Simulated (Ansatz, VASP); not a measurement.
**Two plane-wave programs on C**

The input INCAR:

```
ALGO     = Normal         # electronic algorithm
EDIFF    = 1E-7           # SCF threshold, eV
ENCUT    = 520            # plane-wave cutoff, eV
GGA      = PE             # functional
ISIF     = 2              # what is computed and relaxed
ISMEAR   = -1             # smearing method
LASPH    = True           # aspherical terms in the spheres
LCHARG   = False          # write CHGCAR
LREAL    = False          # projectors in reciprocal space
LWAVE    = False          # write WAVECAR
NBANDS   = 11             # bands
NELM     = 100            # most SCF steps
PREC     = Accurate       # precision mode
SIGMA    = 0.02           # smearing width, eV
```

The input KPOINTS:

```
k-points
0
Gamma
  12 12 12
```

Contents of POSCAR:

```
C
1.0
    0.0000000000      1.7801241425      1.7267204183
    1.7801241425      0.0000000000      1.7267204183
    1.7801241425      1.7801241425      0.0000000000
C
2
Direct
    0.0000000000      0.0000000000      0.0000000000
    0.2500000000      0.2500000000      0.2500000000
```

Input for Ansatz:

```yaml
crystal:
  lattice:
    - [0.0, 1.7801241425, 1.7267204183]
    - [1.7801241425, 0.0, 1.7267204183]
    - [1.7801241425, 1.7801241425, 0.0]
  atoms:
    - { symbol: C, position: [0.0, 0.0, 0.0] }
    - { symbol: C, position: [0.25, 0.25, 0.25] }
kpoints:
  mp_grid: { grid: [12, 12, 12] }
  band_path:
    path:
      - [0.0, 0.0, 0.0]
      - [0.5, 0.0, 0.5]
      - [0.625, 0.25, 0.625]
      - [0.375, 0.375, 0.75]
      - [0.5, 0.5, 0.5]
      - [0.5, 0.25, 0.75]
      - [0.369792, 0.369792, 0.0]
    npoints: 1
hamiltonian:
  xc: pbe
scf:
  occupations: { method: fermi_dirac, width: 0.02 }
  n_extra_bands: 4
output:
  forces: true
  stress: true
  eigenvalues: true
```

Change from the starting cell: uniaxial_z strain -3.0%.

Alike in both runs: task single point; functional PBE; k mesh 12 × 12 × 12; occupations fermi-dirac, width 0.02 eV; no spin polarisation.

|  | VASP | Ansatz |
| --- | --- | --- |
| version | VASP 6.6.1 | Ansatz 0.2.0 |
| potentials or method | VASP PAW PBE potentials, release 64 (C) | plane waves, PAW |
| plane-wave cutoff (eV) | 520 | 420 |
| valence electrons in the cell | 8 | 8 |

|  | VASP | Ansatz | Ansatz less VASP |
| --- | --- | --- | --- |
| gap on the k mesh at the Fermi level (eV) | 3.45 | 3.46 | +0.007 |
| pressure (GPa) | 19.5 | 18.7 | -0.82 |
| traceless stress, the component that is largest in VASP (GPa) | 18.99 | 19.01 | +0.019 |
